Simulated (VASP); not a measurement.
# Al (Fm-3m) in VASP: settings compared

Al is run at these levels: r2SCAN, PBE; tasks: single point.

Program: VASP 6.6.1. These are calculated values, not measurements. Logs are shortened: lines on timing, memory, paths and dates and some standing lists are left out, and cuts for length are marked.

## (1) The cell of the first run

Symmetry: Fm-3m, No. 225, cubic system. The conventional cell has a = 3.991 Å, b = 3.991 Å, c = 3.991 Å, α = 90.00°, β = 90.00°, γ = 90.00°. Within 3.7 Å of Al (site symmetry m-3m) lie 12 Al at 2.82 Å.

## (2) Single point, r2SCAN

Input file POSCAR:

```
Al
1.0
    0.0000000000      1.9956450439      1.9956450439
    1.9956450439      0.0000000000      1.9956450439
    1.9956450439      1.9956450439      0.0000000000
Al
1
Direct
    0.0000000000      0.0000000000      0.0000000000
```

Input file INCAR.step1:

```
ALGO = Normal ; EDIFF = 1E-4
ENCUT = 520 ; GGA = PE
ISMEAR = 0 ; LASPH = T
LCHARG = F ; LREAL = F
LWAVE = T ; NBANDS = 8
NELM = 100 ; PREC = Accurate
SIGMA = 0.05
```

Input file INCAR.step2:

```
ALGO = Normal ; EDIFF = 1E-6
ENCUT = 520 ; ISIF = 2
ISMEAR = 0 ; ISTART = 1
LASPH = T ; LCHARG = T
LELF = T ; LMIXTAU = T
LREAL = F ; LVHAR = T
LWAVE = F ; METAGGA = R2SCAN
NBANDS = 8 ; NELM = 100
PREC = Accurate ; SIGMA = 0.05
```

Input file KPOINTS:

```
k-points
0
Gamma
  18 18 18
```

Potentials or basis: VASP PAW PBE potentials, release 64 (Al).

Launch:

```
cat potpaw_PBE.64/Al/POTCAR > POTCAR
cp INCAR.step1 INCAR
mpirun -np 1 vasp_std > vasp.out
cp INCAR.step2 INCAR
mpirun -np 1 vasp_std > vasp.out
```

OUTCAR:

```text
EDIFF = 1E-6
   ENCUT = 520
   ISIF = 2
   ISMEAR = 0
   ISTART = 1
   LASPH = T
   LREAL = F
   METAGGA = R2SCAN
   NELM = 100
   PREC = Accurate

 ion  position               nearest neighbor table
   1  0.000  0.000  0.000-

  LATTYP: Found a face centered cubic cell.
 ALAT       =     3.9912900878

  Lattice vectors:

 A1 = (   0.0000000000,   1.9956450439,   1.9956450439)
 A2 = (   1.9956450439,   0.0000000000,   1.9956450439)
 A3 = (   1.9956450439,   1.9956450439,   0.0000000000)

Analysis of symmetry for initial positions (statically):
=====================================================================
 Subroutine PRICEL returns:
 Original cell was already a primitive cell.

 Routine SETGRP: Setting up the symmetry group for a
 face centered cubic supercell.

 Subroutine GETGRP returns: Found 48 space group operations
 (whereof 48 operations were pure point group operations)
 out of a pool of 48 trial point group operations.

The static configuration has the point symmetry O_h .

Analysis of symmetry for dynamics (positions and initial velocities):
=====================================================================
 Subroutine PRICEL returns:
 Original cell was already a primitive cell.

 Routine SETGRP: Setting up the symmetry group for a
 face centered cubic supercell.

 Subroutine GETGRP returns: Found 48 space group operations
 (whereof 48 operations were pure point group operations)
 out of a pool of 48 trial point group operations.

The dynamic configuration has the point symmetry O_h .

 Subroutine INISYM returns: Found 48 space group operations
 (whereof 48 operations are pure point group operations),
 and found     1 'primitive' translations

----------------------------------------------------------------------------------------

                                     Primitive cell

  volume of cell :      15.8957

  direct lattice vectors                    reciprocal lattice vectors
     0.000000000  1.995645044  1.995645044    -0.250545557  0.250545557  0.250545557
     1.995645044  0.000000000  1.995645044     0.250545557 -0.250545557  0.250545557
     1.995645044  1.995645044  0.000000000     0.250545557  0.250545557 -0.250545557

  length of vectors
     2.822268287  2.822268287  2.822268287     0.433957635  0.433957635  0.433957635

  position of ions in fractional coordinates (direct lattice)
     0.000000000  0.000000000  0.000000000

  ion indices of the primitive-cell ions
   primitive index   ion index
                 1           1

----------------------------------------------------------------------------------------

 KPOINTS: k-points

Automatic generation of k-mesh.
 Grid dimensions read from file:
 generate k-points for:   18   18   18

 Generating k-lattice:

  Cartesian coordinates                     Fractional coordinates (reciprocal lattice)
    -0.013919198  0.013919198  0.013919198     0.055555556  0.000000000  0.000000000
     0.013919198 -0.013919198  0.013919198     0.000000000  0.055555556  0.000000000
     0.013919198  0.013919198 -0.013919198     0.000000000  0.000000000  0.055555556

  Length of vectors
     0.024108758  0.024108758  0.024108758

  Shift w.r.t. Gamma in fractional coordinates (k-lattice)
     0.000000000  0.000000000  0.000000000

 Subroutine IBZKPT returns following result:
 ===========================================

 Found    195 irreducible k-points:

 Following reciprocal coordinates:
            Coordinates               Weight
  0.000000  0.000000  0.000000      1.000000
  0.055556  0.000000  0.000000      8.000000
  0.111111  0.000000  0.000000      8.000000
  0.166667  0.000000  0.000000      8.000000
  0.222222  0.000000  0.000000      8.000000
  0.277778  0.000000  0.000000      8.000000
[... 16 lines left out ...]
 -0.277778  0.055556  0.000000     24.000000
 -0.222222  0.055556  0.000000     24.000000
 [... further k-points ...]
   k-points           NKPTS =    195   k-points in BZ     NKDIM =    195   number of bands    NBANDS=      8
   number of dos      NEDOS =    301   number of ions     NIONS =      1
   total plane-waves  NPLWV =  13824
   dimension x,y,z NGX =    24 NGY =   24 NGZ =   24
   dimension x,y,z NGXF=    48 NGYF=   48 NGZF=   48
   ions per type =               1
   NGX,Y,Z   is equivalent  to a cutoff of  14.14, 14.14, 14.14 a.u.
   NGXF,Y,Z  is equivalent  to a cutoff of  28.27, 28.27, 28.27 a.u.
 SYSTEM =  unknown system
   PREC   = accura    normal or accurate (medium, high low for compatibility)
   ISTART =      1    job   : 0-new  1-cont  2-samecut
   ICHARG =      0    charge: 1-file 2-atom 10-const
   ISPIN  =      1    spin polarized calculation?
   LNONCOLLINEAR =      F non collinear calculations
   LSORBIT =      F    spin-orbit coupling
   LASPH  =      T    aspherical Exc in radial PAW
   ENCUT  =  520.0 eV  38.22 Ry    6.18 a.u.   5.25  5.25  5.25*2*pi/ulx,y,z
   NELM   =    100;   NELMIN=  2; NELMDL=  0     # of ELM steps
   EDIFF  = 0.1E-05   stopping-criterion for ELM
   LREAL  =      F    real-space projection
   EDIFFG = 0.1E-04   stopping-criterion for IOM
   NSW    =      0    number of steps for IOM
   IBRION =     -1    ionic relax: 0-MD 1-quasi-New 2-CG
   NFREE  =      0    steps in history (QN), initial steepest desc. (CG)
   ISIF   =      2    stress and relaxation
   ISYM   =      2    0-nonsym 1-usesym 2-fastsym
   POTIM  = 0.5000    time-step for ionic-motion
   TEBEG  =    0.0;   TEEND  =   0.0 temperature during run
   PSTRESS=    0.0 pullay stress
   NELECT =       3.0000    total number of electrons
   NUPDOWN=      -1.0000    fix difference up-down
   EMIN   =  10.00;   EMAX   =-10.00  energy-range for DOS
   EFERMI =   0.00;   METHOD = LEGACY
   ISMEAR =     0;   SIGMA  =   0.05  broadening in eV -4-tet -1-fermi 0-gaus
   EFERMI_NEDOS =   21; number of points for ismear=-14 and -15
   IALGO  =     38    algorithm
   IMIX   =      4    mixing-type and parameters
     AMIX     =   0.40;   BMIX     =  1.00
     AMIX_MAG =   1.60;   BMIX_MAG =  1.00
  volume/ion in A,a.u.               =      15.90       107.27
  Fermi-wavevector in a.u.,A,eV,Ry     =   0.939050  1.774547 11.997815  0.881815
  Thomas-Fermi vector in A             =   2.066323
   LORBIT       =      0    0 simple, 1 ext, 2 COOP (PROOUT), +10 PAW based schemes
   METAGGA = R2SCAN    functional components
   LHFCALC =     F    Hartree Fock is set to
   AEXX    =    0.0000 exact exchange contribution
   IVDW    =     0    specifies the selected vdW correction
   LEPSILON=     F    determine dielectric tensor
   LRPA    =     F    only Hartree local field effects (RPA)
 non-spin polarized calculation
 Gauss-broadening in eV      SIGMA  =   0.05
  energy-cutoff  :      520.00
  volume of cell :       15.90
 maximum number of plane-waves:       444
 NGX is ok and might be reduce to    24
   NGX = 11   NGY = 11   NGZ = 11

 number of electron       3.0000000 magnetization

 Free energy of the ion-electron system (eV)
  ---------------------------------------------------
  ext. energy  EPLUGINS =         0.00000000
  ---------------------------------------------------
  free energy    TOTEN  =        -6.73596050 eV

  energy without entropy =       -6.73515446  energy(sigma->0) =       -6.73555748

 E-fermi :   8.4039     XC(G=0): -11.0449

 val. band max:        8.4009957674   @ k =  -0.3333   0.4444   0.1111
 cond. band min:       8.4507773144   @ k =  -0.3333   0.3889   0.0556
 fundamental gap:      0.0497815469
 Fermi energy:         8.4038697397

 k-point     1 :       0.0000    0.0000    0.0000
  band No.  band energies     occupation
      1      -3.6937      2.00000
      2      21.9452      0.00000
      3      21.9452      0.00000
      4      21.9452      0.00000
      5      24.1527      0.00000
      6      24.1527      0.00000
      7      24.1527      0.00000
      8      26.0456      0.00000

 k-point     2 :       0.0556    0.0000    0.0000
  band No.  band energies     occupation
      1      -3.6024      2.00000
      2      20.4147      0.00000
      3      21.6895      0.00000
      4      21.6895      0.00000
      5      24.5547      0.00000
      6      24.5547      0.00000
      7      24.6053      0.00000
      8      27.0568      0.00000

 k-point     3 :       0.1111    0.0000    0.0000
  band No.  band energies     occupation
      1      -3.3286      2.00000
      2      18.0325      0.00000
      3      21.2109      0.00000
      4      21.2109      0.00000
      5      24.5782      0.00000
      6      25.4510      0.00000
      7      25.4510      0.00000
      8      27.7787      0.00000

 k-point     4 :       0.1667    0.0000    0.0000
  band No.  band energies     occupation
      1      -2.8736      2.00000
      2      15.6154      0.00000
      3      20.7664      0.00000
      4      20.7664      0.00000
      5      24.3641      0.00000
      6      26.0819      0.00000
      7      26.0819      0.00000
      8      27.0683      0.00000

 k-point     5 :       0.2222    0.0000    0.0000
  band No.  band energies     occupation
      1      -2.2390      2.00000
      2      13.2762      0.00000
      3      20.4314      0.00000
      4      20.4314      0.00000
      5      24.1556      0.00000
      6      25.0844      0.00000
      7      25.0844      0.00000
      8      28.2225      0.00000

 k-point     6 :       0.2778    0.0000    0.0000
  band No.  band energies     occupation
      1      -1.4274      2.00000
      2      11.0512      0.00000
      3      20.2291      0.00000
      4      20.2291      0.00000
      5      23.9877      0.00000
      6      23.9877      0.00000
      7      24.0290      0.00000
      8      28.3396      0.00000

 k-point     7 :       0.3333    0.0000    0.0000
  band No.  band energies     occupation
      1      -0.4420      2.00000
      2       8.9584      0.00000
      3      20.1674      0.00000
      4      20.1674      0.00000
      5      23.0092      0.00000
      6      23.0092      0.00000
      7      24.0233      0.00000
      8      27.3423      0.00000
[... 133 lines left out ...]
 k-point    20 :      -0.4444    0.0556    0.0000
  band No.  band energies     occupation
      1       2.5701      2.00000
      2       4.7390      2.00000
      3      18.7754      0.00000
      4      20.0496      0.00000
      5      21.6665      0.00000
      6      21.9767      0.00000
      7      25.3092      0.00000
      8      26.4264      0.00000

 k-point    21 :      -0.3889    0.0556    0.0000
  band No.  band energies     occupation
      1       1.2121      2.00000
      2       6.4678      2.00000
      3      18.4907      0.00000
      4      20.6852      0.00000
      5      21.6949      0.00000
      6      22.3179      0.00000
      7      24.9735      0.00000
      8      27.1000      0.00000

 k-point    22 :      -0.3333    0.0556    0.0000
  band No.  band energies     occupation
      1       0.0034      2.00000
      2       8.3637      1.74412
      3      18.3588      0.00000
      4      21.3589      0.00000
      5      21.6748      0.00000
      6      23.1161      0.00000
      7      24.7828      0.00000
      8      27.9063      0.00000

 k-point    23 :      -0.2778    0.0556    0.0000
  band No.  band energies     occupation
      1      -1.0384      2.00000
      2      10.4054      0.00000
      3      18.3808      0.00000
      4      21.4913      0.00000
      5      22.4889      0.00000
      6      24.0343      0.00000
      7      24.7548      0.00000
      8      28.7645      0.00000

 k-point    24 :      -0.2222    0.0556    0.0000
  band No.  band energies     occupation
      1      -1.9078      2.00000
      2      12.5800      0.00000
      3      18.5566      0.00000
      4      21.6325      0.00000
      5      23.5678      0.00000
      6      24.7017      0.00000
      7      25.2253      0.00000
      8      27.5715      0.00000

 [... further k-points ...]

------------------------ aborting loop because EDIFF is reached ----------------------------------------

  FORCE on cell =-STRESS in cart. coord.  units (eV):
  Direction    XX          YY          ZZ          XY          YZ          ZX
  --------------------------------------------------------------------------------------
  -------------------------------------------------------------------------------------
  Total       -0.0321270     -0.0321270     -0.0321270      0.0000000     -0.0000000     -0.0000000
  in kB       -3.2381840     -3.2381840     -3.2381840      0.0000000     -0.0000000     -0.0000000
  external PRESSURE =      -3.2381840 kB  Pullay stress =       0.0000000 kB

 VOLUME and BASIS-vectors are now :
 -----------------------------------------------------------------------------
  energy-cutoff  :      520.00
  volume of cell :       15.90
      direct lattice vectors                 reciprocal lattice vectors
     0.000000000  1.995645044  1.995645044    -0.250545557  0.250545557  0.250545557
     1.995645044  0.000000000  1.995645044     0.250545557 -0.250545557  0.250545557
     1.995645044  1.995645044  0.000000000     0.250545557  0.250545557 -0.250545557

 POSITION                                       TOTAL-FORCE (eV/Angst)
 -----------------------------------------------------------------------------------
      0.00000      0.00000      0.00000         0.000000     -0.000000      0.000000
 -----------------------------------------------------------------------------------
    total drift:                                0.000000      0.000000     -0.000000

  FREE ENERGIE OF THE ION-ELECTRON SYSTEM (eV)
  ---------------------------------------------------
  free  energy   TOTEN  =        -6.7359604967 eV

  energy  without entropy=       -6.7351544596  energy(sigma->0) =       -6.73555748
```

Wall time 91 s (1 thread of AMD EPYC 7R13 (Zen 3), shared host); peak memory 0.12 GiB.

Results:

```
Free energy : -6.7360 eV
Pressure    : -0.3 GPa
```

Caveat: the PAW data sets were made with another functional, which shifts forces and pressure a little.

## (3) Single point, r2SCAN

POSCAR is that of step 2.

Input file INCAR.step1:

```
SYSTEM = Al
PREC = Accurate
ENCUT = 520
ISMEAR = 0
SIGMA = 0.05
LREAL = .False.
LASPH = .True.
NELM = 60
NBANDS = 8
GGA = PE
ALGO = Normal
EDIFF = 1E-4
LWAVE = .True.
LCHARG = .False.
```

Input file INCAR.step2:

```
SYSTEM = Al
PREC = Accurate
ENCUT = 520
EDIFF = 1E-6
ISMEAR = 0
SIGMA = 0.05
LREAL = .False.
LASPH = .True.
NELM = 60
ALGO = Normal
ISIF = 2
LWAVE = .False.
LCHARG = .True.
METAGGA = R2SCAN
LMIXTAU = .True.
LELF = .True.
LVHAR = .True.
NBANDS = 8
ISTART = 1
```

Input file KPOINTS:

```
regular mesh
0
Gamma
  18 18 18
  0 0 0
```

Potentials or basis: VASP PAW PBE potentials, release 64 (Al).

Launch:

```
cat potpaw_PBE.64/Al/POTCAR > POTCAR
cp INCAR.step1 INCAR
mpirun -np 1 vasp_std > vasp.out
cp INCAR.step2 INCAR
mpirun -np 1 vasp_std > vasp.out
```

Run time: 92 s. Hardware: 1 thread of AMD EPYC 7R13 (Zen 3), shared host; peak memory 0.12 GiB.

It converged, with:

| Quantity | Value |
| --- | --- |
| Free energy | -6.7360 eV |
| Pressure | -0.3 GPa |

Levels at points of the mesh, in eV from the Fermi level:
```csv
k point,band 1,band 2,band 3,band 4
"(0.00, 0.00, 0.00)",-12.10,13.54,13.54,13.54
"(0.50, 0.00, 0.00)",-5.15,-4.58,12.27,12.27
"(0.50, 0.50, 0.00)",-3.24,-1.66,5.48,6.19
```

Caveat: the PAW data sets were made with another functional, which shifts forces and pressure a little.

## (4) Single point, PBE

This run uses another cell than the first one, of 16.61 Å³/atom, 1.045 times its volume.

Input file INCAR:

```
PREC = Accurate
ENCUT = 520
EDIFF = 1E-6
ISMEAR = 0
SIGMA = 0.05
LREAL = F
LASPH = T
NELM = 60
ALGO = Normal
ISIF = 2
LWAVE = F
LCHARG = F
GGA = PE
NBANDS = 8
```

Input file KPOINTS:

```
regular mesh
0
Gamma
  8 8 8
```

Input file POSCAR:

```
Al
1.0
    0.0000000000      2.0250000000      2.0250000000
    2.0250000000      0.0000000000      2.0250000000
    2.0250000000      2.0250000000      0.0000000000
Al
1
Direct
    0.0000000000      0.0000000000      0.0000000000
```

Launch:

```
cat potpaw_PBE.64/Al/POTCAR > POTCAR
mpirun -np 1 vasp_std > vasp.out
```

Run time: 2.8 s. Hardware: 1 thread of Intel Xeon 6975P-C (Granite Rapids), shared host; peak memory 0.12 GiB.

The run converged. Its results:

```
Free energy : -3.7399 eV
Pressure    : -0.5 GPa
```

Levels at points of the mesh, in eV from the Fermi level:
```
           k point  band 1  band 2  band 3  band 4  band 5
(0.00, 0.00, 0.00)  -11.19   12.49   12.49   12.49   13.93
(0.50, 0.00, 0.00)   -4.67   -4.47   11.24   11.24   11.33
(0.50, 0.50, 0.00)   -3.01   -1.70    5.16    5.47    5.47
```

(Part 1 of 2 ends here.)
